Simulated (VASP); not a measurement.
Wanted: the native input for a VASP 6.6.1 run.

```yaml
Task: single point
Functional: PBEsol
Potentials_or_basis: VASP PAW PBE potentials, release 64 (Sb)
Cutoff: 520 eV
k_mesh: 8 × 8 × 8
Occupations: fermi-dirac, width 0.05 eV
Spin: no spin polarisation
Dipole_correction: no
Further_INCAR_settings: ALGO = Normal; EDIFF = 1e-06; NBANDS = 12
```

The structure of Sb lies in POSCAR:

```
Sb
1.0
    2.1755301001      1.2560449593      3.7952103408
   -2.1755301001      1.2560449593      3.7952103408
    0.0000000000     -2.5120899186      3.7952103408
Sb
2
Direct
    0.2334900000      0.2334900000      0.2334900000
    0.7665100000      0.7665100000      0.7665100000
```

These files were run (other wordings do the same):

INCAR

```
PREC = Accurate
ENCUT = 520
EDIFF = 1E-6
ISMEAR = -1
SIGMA = 0.05
LREAL = F
LASPH = T
NELM = 100
ALGO = Normal
ISIF = 2
LWAVE = F
LCHARG = T
GGA = PS
LELF = T
LVHAR = T
NBANDS = 12
```

KPOINTS

```
Automatic mesh
0
Gamma
  8 8 8
```

Potentials or basis: VASP PAW PBE potentials, release 64 (Sb).

Run with:

```bash
$ cat potpaw_PBE.64/Sb/POTCAR > POTCAR
$ mpirun -np 1 vasp_std > vasp.out
```

It gave:

```
Pressure               : -1.4 GPa
Band gap on the k mesh : zero (band 5 reaches 6.82 eV, above the bottom of band 6 at 6.51 eV)
```

Caveat: the PAW data sets were made with another functional, which shifts forces and pressure a little; spin-orbit coupling is left out, which moves the levels of the heavy elements.

Run time: 35 s on 1 thread of Intel(R) Xeon(R) Platinum 8259CL CPU @ 2.50GHz (Skylake/Cascade Lake), on a shared host, peak memory 0.21 GiB.
